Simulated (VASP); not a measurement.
# TiAl (P-6m2) in VASP: a series of runs, part 2 of 2

VASP 6.6.1.

### 4 Single point, LDA

This run uses another cell than the first one, of 15.99 Å³/atom, 1.091 times its volume.

The input, INCAR:

```
PREC     = Accurate       # precision mode
ENCUT    = 520            # plane-wave cutoff, eV
EDIFF    = 1E-6           # SCF threshold, eV
ISMEAR   = 0              # smearing method
SIGMA    = 0.1            # smearing width, eV
LREAL    = F              # projectors in reciprocal space
LASPH    = T              # aspherical terms in the spheres
NELM     = 60             # most SCF steps
ALGO     = Normal         # electronic algorithm
ISIF     = 2              # what is computed and relaxed
LWAVE    = F              # write WAVECAR
LCHARG   = T              # write CHGCAR
LELF     = T              # ELF
LVHAR    = T            
NBANDS   = 14             # bands
```

The input, KPOINTS:

```
Automatic mesh
0
Gamma
  9 9 5
```

The input, POSCAR:

```
TiAl
1.0
    2.8285104659      0.0000000000      0.0000000000
   -1.4142552329      2.4495621834      0.0000000000
    0.0000000000      0.0000000000      4.6148579117
Ti Al
1 1
Direct
    0.0000000000      0.0000000000      0.0000000000
    0.3333333333      0.6666666667      0.5000000000
```

Potentials or basis: VASP PAW LDA potentials, release 64 (Ti_sv, Al).

The run is started by

```bash
> cat potpaw_LDA.64/Ti_sv/POTCAR potpaw_LDA.64/Al/POTCAR > POTCAR
> mpirun -np 1 vasp_std > vasp.out
```

OUTCAR:

```text
PREC = Accurate
   ENCUT = 520
   EDIFF = 1E-6
   ISMEAR = 0
   LREAL = F
   LASPH = T
   NELM = 60
   ISIF = 2

 ion  position               nearest neighbor table
   1  0.000  0.000  0.000-   2 2.83   2 2.83   2 2.83   2 2.83   2 2.83   2 2.83
   2  0.333  0.667  0.500-   1 2.83   1 2.83   1 2.83   1 2.83   1 2.83   1 2.83

  LATTYP: Found a hexagonal cell.
 ALAT       =     2.8285104659
 C/A-ratio  =     1.6315505873

  Lattice vectors:

 A1 = (   2.8285104659,   0.0000000000,   0.0000000000)
 A2 = (  -1.4142552329,   2.4495621834,   0.0000000000)
 A3 = (   0.0000000000,   0.0000000000,   4.6148579117)

Analysis of symmetry for initial positions (statically):
=====================================================================
 Subroutine PRICEL returns:
 Original cell was already a primitive cell.

 Routine SETGRP: Setting up the symmetry group for a
 hexagonal supercell.

 Subroutine GETGRP returns: Found 12 space group operations
 (whereof 12 operations were pure point group operations)
 out of a pool of 24 trial point group operations.

The static configuration has the point symmetry D_3h.

Analysis of symmetry for dynamics (positions and initial velocities):
[... 167 lines left out ...]
 k-point     1 :       0.0000    0.0000    0.0000
  band No.  band energies     occupation
      1     -47.6369      2.00000
      2     -24.3615      2.00000
      3     -23.8710      2.00000
      4     -23.8710      2.00000
      5      -1.0327      2.00000
      6       5.7575      2.00000
      7       6.2751      2.00000
      8       9.3975      0.00000
      9       9.3975      0.00000
     10      10.9438      0.00000
     11      10.9438      0.00000
     12      12.1513      0.00000
     13      21.1829      0.00000
     14      21.1829      0.00000
[... 377 lines left out ...]
      1     -47.5038      2.00000
      2     -24.3441      2.00000
      3     -24.3402      2.00000
      4     -24.2349      2.00000
      5       6.2300      2.00000
      6       6.2640      2.00000
      7       6.3276      2.00000
      8       7.4866      2.00000
      9       8.0664      1.44874
     10      10.4598      0.00000
     11      11.3437      0.00000
     12      11.3936      0.00000
     13      15.1298      0.00000
     14      15.5780      0.00000

 [... further k-points ...]
[... 5 lines left out ...]
  --------------------------------------------------------------------------------------
  -------------------------------------------------------------------------------------
  Total       -0.4652639     -0.4652640     -0.2897693     -0.0000000     -0.0000000     -0.0000000
  in kB      -23.3133833    -23.3133883    -14.5197243     -0.0000000     -0.0000000     -0.0000000
  external PRESSURE =     -20.3821653 kB  Pullay stress =       0.0000000 kB

 VOLUME and BASIS-vectors are now :
 -----------------------------------------------------------------------------
  energy-cutoff  :      520.00
  volume of cell :       31.97
      direct lattice vectors                 reciprocal lattice vectors
     2.828510466  0.000000000  0.000000000     0.353542973  0.204118109  0.000000000
    -1.414255233  2.449562183  0.000000000     0.000000000  0.408236217  0.000000000
     0.000000000  0.000000000  4.614857912     0.000000000  0.000000000  0.216691395

 POSITION                                       TOTAL-FORCE (eV/Angst)
 -----------------------------------------------------------------------------------
      0.00000      0.00000      0.00000        -0.000000      0.000000      0.000000
     -0.00000      1.63304      2.30743         0.000000      0.000000      0.000000
 -----------------------------------------------------------------------------------
    total drift:                                0.000000      0.000000      0.000000

  FREE ENERGIE OF THE ION-ELECTRON SYSTEM (eV)
  ---------------------------------------------------
  free  energy   TOTEN  =       -13.2540852443 eV

  energy  without entropy=      -13.2406396015  energy(sigma->0) =      -13.24736242
```

OSZICAR:

```text
N       E                     dE             d eps       ncg     rms          rms(c)
DAV:   1     0.995921598465E+02    0.99592E+02   -0.70111E+03  1008   0.107E+03
DAV:   2    -0.891630134916E+01   -0.10851E+03   -0.10495E+03  1062   0.300E+02
DAV:   3    -0.145547349773E+02   -0.56384E+01   -0.55305E+01  1544   0.648E+01
DAV:   4    -0.147115581160E+02   -0.15682E+00   -0.15671E+00  1138   0.968E+00
DAV:   5    -0.147161745855E+02   -0.46165E-02   -0.46163E-02  1510   0.155E+00    0.933E+00
DAV:   6    -0.135693246799E+02    0.11468E+01   -0.54871E+00  1140   0.294E+01    0.369E+00
DAV:   7    -0.132821861693E+02    0.28714E+00   -0.71966E-01  1122   0.991E+00    0.208E+00
DAV:   8    -0.132570814726E+02    0.25105E-01   -0.15755E-01  1176   0.379E+00    0.663E-01
DAV:   9    -0.132560294465E+02    0.10520E-02   -0.42390E-02  1074   0.254E+00    0.467E-01
DAV:  10    -0.132540571061E+02    0.19723E-02   -0.65659E-03  1158   0.852E-01    0.925E-02
DAV:  11    -0.132540865314E+02   -0.29425E-04   -0.57683E-04  1370   0.200E-01    0.223E-02
DAV:  12    -0.132540865300E+02    0.14304E-08   -0.18994E-05  1146   0.361E-02    0.861E-03
DAV:  13    -0.132540853434E+02    0.11866E-05   -0.89932E-07   906   0.982E-03    0.430E-03
DAV:  14    -0.132540852443E+02    0.99098E-07   -0.59065E-07   616   0.899E-03
   1 F= -.13254085E+02 E0= -.13247362E+02  d E =-.134456E-01
```

stdout:

```text
POSCAR found type information on POSCAR TiAl
 POSCAR found :  2 types and       2 ions
 scaLAPACK will be used
 LDA part: xc-table for (Slater(with rela. corr.)+CA(PZ))
 , standard interpolation
 POSCAR, INCAR and KPOINTS ok, starting setup
 FFT: planning ... GRIDC
 FFT: planning ... GRID_SOFT
 FFT: planning ... GRID
 WAVECAR not read
 entering main loop
```

Wall time 5.7 s (1 thread of Intel Xeon 6975P-C (Granite Rapids), shared host); peak memory 0.14 GiB.

What came out:

| Property | Result |
| --- | --- |
| Free energy | -13.2541 eV |
| Pressure | -2.0 GPa |

Levels at points of the mesh, in eV from the Fermi level:
| k point | band 5 | band 6 | band 7 | band 8 | band 9 | band 10 |
| --- | --- | --- | --- | --- | --- | --- |
| (0.00, 0.00, 0.00) | -9.14 | -2.35 | -1.83 | 1.29 | 1.29 | 2.84 |

### 5 Single point, LDA

This run uses another cell than the first one, of 16.65 Å³/atom, 1.136 times its volume.

The input, INCAR:

```
SYSTEM = TiAl
  PREC = Accurate
  ENCUT = 520
  EDIFF = 1E-6
  ISMEAR = 0
  SIGMA = 0.1
  LREAL = .FALSE.
  LASPH = .TRUE.
  NELM = 80
  ALGO = Normal
  ISIF = 2
  LWAVE = .FALSE.
  LCHARG = .FALSE.
  GGA = CA
  NBANDS = 14
```

The input, KPOINTS:

```
regular mesh
0
G
  9 9 5
  0 0 0
```

The input, POSCAR:

```
TiAl
1.0
    2.8672620000      0.0000000000      0.0000000000
   -1.4336310000      2.4831220000      0.0000000000
    0.0000000000      0.0000000000      4.6780830000
Ti Al
1 1
Direct
    0.0000000000      0.0000000000      0.0000000000
    0.3333333333      0.6666666667      0.5000000000
```

Potentials or basis: VASP PAW LDA potentials, release 64 (Ti_sv, Al).

The run is started by

```bash
> cat potpaw_LDA.64/Ti_sv/POTCAR potpaw_LDA.64/Al/POTCAR > POTCAR
> mpirun -np 1 vasp_std > vasp.out
```

OUTCAR:

```text
SYSTEM = TiAl
   PREC = Accurate
   ENCUT = 520
   EDIFF = 1E-6
   ISMEAR = 0
   LREAL = .FALSE.
   LASPH = .TRUE.
   NELM = 80
   ISIF = 2
   GGA = CA

 ion  position               nearest neighbor table
   1  0.000  0.000  0.000-   2 2.87   2 2.87   2 2.87   2 2.87   2 2.87   2 2.87
   2  0.333  0.667  0.500-   1 2.87   1 2.87   1 2.87   1 2.87   1 2.87   1 2.87

  LATTYP: Found a hexagonal cell.
 ALAT       =     2.8672620000
 C/A-ratio  =     1.6315505873

  Lattice vectors:

 A1 = (   2.8672620000,   0.0000000000,   0.0000000000)
 A2 = (  -1.4336310000,   2.4831220000,   0.0000000000)
 A3 = (   0.0000000000,   0.0000000000,   4.6780830000)

Analysis of symmetry for initial positions (statically):
=====================================================================
 Subroutine PRICEL returns:
 Original cell was already a primitive cell.

 Routine SETGRP: Setting up the symmetry group for a
 hexagonal supercell.

 Subroutine GETGRP returns: Found 12 space group operations
 (whereof 12 operations were pure point group operations)
 out of a pool of 24 trial point group operations.

The static configuration has the point symmetry D_3h.

[... 175 lines left out ...]
      6       5.3801      2.00000
      7       5.8722      2.00000
      8       8.9246      0.00000
      9       8.9246      0.00000
     10      10.3809      0.00000
     11      10.3809      0.00000
     12      11.5218      0.00000
     13      20.4363      0.00000
     14      20.4363      0.00000
[... 377 lines left out ...]
      1     -48.0363      2.00000
      2     -24.8377      2.00000
      3     -24.8344      2.00000
      4     -24.7573      2.00000
      5       5.8269      2.00000
      6       5.8946      2.00000
      7       5.9691      2.00000
      8       7.0844      2.00000
      9       7.6643      1.25126
     10       9.9509      0.00000
     11      10.7494      0.00000
     12      10.7819      0.00000
     13      14.4600      0.00000
     14      14.8081      0.00000

 [... further k-points ...]

------------------------ aborting loop because EDIFF is reached ----------------------------------------

  FORCE on cell =-STRESS in cart. coord.  units (eV):
  Direction    XX          YY          ZZ          XY          YZ          ZX
  --------------------------------------------------------------------------------------
  -------------------------------------------------------------------------------------
  Total       -1.2750782     -1.2750785     -1.2891992      0.0000000      0.0000000      0.0000000
  in kB      -61.3358026    -61.3358158    -62.0150726      0.0000000      0.0000000      0.0000000
  external PRESSURE =     -61.5622303 kB  Pullay stress =       0.0000000 kB

 VOLUME and BASIS-vectors are now :
 -----------------------------------------------------------------------------
  energy-cutoff  :      520.00
  volume of cell :       33.31
      direct lattice vectors                 reciprocal lattice vectors
     2.867262000  0.000000000  0.000000000     0.348764780  0.201359418  0.000000000
    -1.433631000  2.483122000  0.000000000     0.000000000  0.402718835  0.000000000
     0.000000000  0.000000000  4.678083000     0.000000000  0.000000000  0.213762774

 POSITION                                       TOTAL-FORCE (eV/Angst)
 -----------------------------------------------------------------------------------
      0.00000      0.00000      0.00000         0.000000      0.000000      0.000000
     -0.00000      1.65541      2.33904        -0.000000     -0.000000      0.000000
 -----------------------------------------------------------------------------------
    total drift:                                0.000000      0.000000      0.000000

  FREE ENERGIE OF THE ION-ELECTRON SYSTEM (eV)
  ---------------------------------------------------
  free  energy   TOTEN  =       -13.2196533713 eV

  energy  without entropy=      -13.2045493404  energy(sigma->0) =      -13.21210136
```

stdout:

```text
POSCAR found type information on POSCAR TiAl
 POSCAR found :  2 types and       2 ions
 scaLAPACK will be used
 LDA part: xc-table for (Slater(with rela. corr.)+CA(PZ))
 , standard interpolation
 POSCAR, INCAR and KPOINTS ok, starting setup
 FFT: planning ... GRIDC
 FFT: planning ... GRID_SOFT
 FFT: planning ... GRID
 WAVECAR not read
 entering main loop
```

It took 5.5 s on 1 thread of Intel Xeon 6975P-C (Granite Rapids), shared host; peak memory 0.14 GiB.

What came out:

```
Free energy : -13.2197 eV
Pressure    : -6.2 GPa
```

### 6 Single point, LDA

This run uses another cell than the first one, of 17.32 Å³/atom, 1.182 times its volume.

The input, INCAR:

```
  PREC = Accurate
  ENCUT = 520
  EDIFF = 1E-6
  ISMEAR = 0
  SIGMA = 0.1
  LREAL = False
  LASPH = True
  NELM = 60
  ALGO = Normal
  ISIF = 2
  LWAVE = False
  LCHARG = False
  GGA = CA
  NBANDS = 14
```

The input, KPOINTS:

```
Automatic mesh
0
Gamma
  9 9 5
```

The input, POSCAR:

```
TiAl
1.0
    2.9049934585      0.0000000000      0.0000000000
   -1.4524967293      2.5157984051      0.0000000000
    0.0000000000      0.0000000000      4.7396437833
Ti Al
1 1
Direct
    0.0000000000      0.0000000000      0.0000000000
    0.3333333333      0.6666666667      0.5000000000
```

Potentials or basis: VASP PAW LDA potentials, release 64 (Ti_sv, Al).

The run is started by

```bash
> cat potpaw_LDA.64/Ti_sv/POTCAR potpaw_LDA.64/Al/POTCAR > POTCAR
> mpirun -np 1 vasp_std > vasp.out
```

OUTCAR:

```text
PREC = Accurate
   ENCUT = 520
   EDIFF = 1E-6
   ISMEAR = 0
   LREAL = False
   LASPH = True
   NELM = 60
   ISIF = 2
   GGA = CA

 ion  position               nearest neighbor table
   1  0.000  0.000  0.000-   2 2.90   2 2.90   2 2.90   2 2.90   2 2.90   2 2.90
   2  0.333  0.667  0.500-   1 2.90   1 2.90   1 2.90   1 2.90   1 2.90   1 2.90

  LATTYP: Found a hexagonal cell.
 ALAT       =     2.9049934585
 C/A-ratio  =     1.6315505873

  Lattice vectors:

 A1 = (   2.9049934585,   0.0000000000,   0.0000000000)
 A2 = (  -1.4524967293,   2.5157984051,   0.0000000000)
 A3 = (   0.0000000000,   0.0000000000,   4.7396437833)

Analysis of symmetry for initial positions (statically):
=====================================================================
 Subroutine PRICEL returns:
 Original cell was already a primitive cell.

 Routine SETGRP: Setting up the symmetry group for a
 hexagonal supercell.

 Subroutine GETGRP returns: Found 12 space group operations
 (whereof 12 operations were pure point group operations)
 out of a pool of 24 trial point group operations.

The static configuration has the point symmetry D_3h.

[... 165 lines left out ...]
 fundamental gap:      0.0101141027
 Fermi energy:         7.2943049362

 k-point     1 :       0.0000    0.0000    0.0000
  band No.  band energies     occupation
      1     -48.6307      2.00000
      2     -25.3406      2.00000
      3     -24.9369      2.00000
      4     -24.9369      2.00000
      5      -1.4611      2.00000
      6       5.0291      2.00000
      7       5.5037      2.00000
      8       8.4815      0.00000
      9       8.4815      0.00000
     10       9.8556      0.00000
     11       9.8556      0.00000
     12      10.9346      0.00000
     13      19.6941      0.00000
     14      19.6941      0.00000
[... 377 lines left out ...]
      1     -48.5343      2.00000
      2     -25.3026      2.00000
      3     -25.2998      2.00000
      4     -25.2464      2.00000
      5       5.4179      2.00000
      6       5.5828      2.00000
      7       5.6369      2.00000
      8       6.7108      2.00000
      9       7.2884      1.06684
     10       9.4760      0.00000
     11      10.1514      0.00000
     12      10.2581      0.00000
     13      13.8374      0.00000
     14      14.0948      0.00000

 [... further k-points ...]
[... 5 lines left out ...]
  --------------------------------------------------------------------------------------
  -------------------------------------------------------------------------------------
  Total       -1.9978546     -1.9978550     -2.1682884      0.0000000      0.0000000      0.0000000
  in kB      -92.4076138    -92.4076338   -100.2907601      0.0000000      0.0000000      0.0000000
  external PRESSURE =     -95.0353359 kB  Pullay stress =       0.0000000 kB

 VOLUME and BASIS-vectors are now :
 -----------------------------------------------------------------------------
  energy-cutoff  :      520.00
  volume of cell :       34.64
      direct lattice vectors                 reciprocal lattice vectors
     2.904993458  0.000000000  0.000000000     0.344234854  0.198744064  0.000000000
    -1.452496729  2.515798405  0.000000000     0.000000000  0.397488129  0.000000000
     0.000000000  0.000000000  4.739643783     0.000000000  0.000000000  0.210986320

 POSITION                                       TOTAL-FORCE (eV/Angst)
 -----------------------------------------------------------------------------------
      0.00000      0.00000      0.00000         0.000000     -0.000000      0.000000
     -0.00000      1.67720      2.36982        -0.000000      0.000000      0.000000
 -----------------------------------------------------------------------------------
    total drift:                                0.000000      0.000000      0.000000

  FREE ENERGIE OF THE ION-ELECTRON SYSTEM (eV)
  ---------------------------------------------------
  free  energy   TOTEN  =       -13.1542956471 eV

  energy  without entropy=      -13.1378003212  energy(sigma->0) =      -13.14604798
```

It took 5.4 s on 1 thread of Intel Xeon 6975P-C (Granite Rapids), shared host; peak memory 0.15 GiB.

Results:

```yaml
Free_energy: -13.1543 eV
Pressure: -9.5 GPa
```

### 7 Summary

| cell | gap on the mesh (eV) | pressure (GPa) |
| --- | --- | --- |
| a = 2.748, b = 2.748, c = 4.483 Å, angles 90.0, 90.0, 120.0°, 2 atoms | none | 9.2 |
| a = 2.789, b = 2.789, c = 4.550 Å, angles 90.0, 90.0, 120.0°, 2 atoms | none | 3.0 |
| a = 2.829, b = 2.829, c = 4.615 Å, angles 90.0, 90.0, 120.0°, 2 atoms | none | -2.0 |
| a = 2.867, b = 2.867, c = 4.678 Å, angles 90.0, 90.0, 120.0°, 2 atoms | none | -6.2 |
| a = 2.905, b = 2.905, c = 4.740 Å, angles 90.0, 90.0, 120.0°, 2 atoms | none | -9.5 |

Alike in all rows: task single point; level LDA; potentials or basis VASP PAW LDA potentials, release 64 (Ti_sv, Al); no spin polarisation; k mesh 9 × 9 × 5; cutoff (eV) 520; smearing gaussian 0.1 eV.

Total energies depend on the potentials used, so only differences within one code and one set of settings carry meaning.
